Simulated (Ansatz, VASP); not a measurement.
## One calculation of HgTe, two programs

INCAR

```
SYSTEM = HgTe
ALGO     = Normal         ! electronic algorithm
EDIFF    = 1E-7           ! SCF threshold, eV
ENCUT    = 520            ! plane-wave cutoff, eV
GGA      = PS             ! functional
GGA_COMPAT= .False.      
ISIF     = 2              ! what is computed and relaxed
ISMEAR   = -5             ! smearing method
IVDW     = 13             ! dispersion correction
LASPH    = .True.         ! aspherical terms in the spheres
LCHARG   = .False.        ! write CHGCAR
LORBIT   = 11             ! projections on sites
LORBMOM  = .True.       
LREAL    = .False.        ! projectors in reciprocal space
LSORBIT  = .True.         ! spin-orbit coupling
LWAVE    = .False.        ! write WAVECAR
MAGMOM   = 0.289 0.289 0.289 0 0 0 ! initial moments
NBANDS   = 30             ! bands
NELM     = 150            ! most SCF steps
PREC     = Accurate       ! precision mode
SIGMA    = 0.05           ! smearing width, eV
```

The input KPOINTS:

```
k-points
0
Gamma
  7 7 7
  0 0 0
```

File POSCAR:

```
HgTe
1.0
    0.0000000000      3.1800000000      3.1800000000
    3.1800000000      0.0000000000      3.1800000000
    3.1800000000      3.1800000000      0.0000000000
Hg Te
1 1
Direct
    0.0000000000      0.0000000000      0.0000000000
    0.5000000000      0.5000000000      0.5000000000
```

File input.yaml:

```yaml
crystal:
  lattice:
    - [0.0, 3.18, 3.18]
    - [3.18, 0.0, 3.18]
    - [3.18, 3.18, 0.0]
  atoms:
    - { symbol: Hg, position: [0.0, 0.0, 0.0], spin: 0.501, spin_axis: [0.289, 0.289, 0.289] }
    - { symbol: Te, position: [0.5, 0.5, 0.5] }
hamiltonian:
  xc: pbesol
  pseudopotentials: { kind: paw_fr }
  dispersion: d4
magnetization:
  noncollinear: true
  spin_orbit: true
kpoints:
  mp_grid: { grid: [7, 7, 7] }
  band_path:
    path:
      - [[0.0, 0.0, 0.0], [0.5, 0.0, 0.5], [0.5, 0.25, 0.75], [0.375, 0.375, 0.75], [0.0, 0.0, 0.0], [0.5, 0.5, 0.5], [0.625, 0.25, 0.625], [0.5, 0.25, 0.75], [0.5, 0.5, 0.5], [0.375, 0.375, 0.75]]
      - [[0.625, 0.25, 0.625], [0.5, 0.0, 0.5]]
    npoints: 14
scf:
  occupations: { method: tetrahedron }
  n_extra_bands: 6
output:
  forces: true
  stress: true
  fatbands: true
```

Alike in both runs: functional PBEsol; dispersion D4; k mesh 7 × 7 × 7; occupations tetrahedron; non-collinear spin, spin-orbit coupling.

|  | VASP | Ansatz |
| --- | --- | --- |
| version | VASP 6.6.1 | Ansatz 0.2.0 |
| potentials or method | VASP PAW PBE potentials, release 64 (Hg, Te) | Ansatz PAW |
| plane-wave cutoff (eV) | 520 | 420 |
| valence electrons in the cell | 18 | 36 |
| task | single point | band structure |

```csv
,VASP,Ansatz,Ansatz less VASP
pressure (GPa),-7.3,-7.5,-0.19
net moment per atom (μB),0.00,0.00,-0.003
```

VASP's potentials were made for PBE, not for PBEsol. VASP's potentials hold 18 valence electrons a cell and Ansatz's 36, so a difference there can come from the potentials and not from the codes.
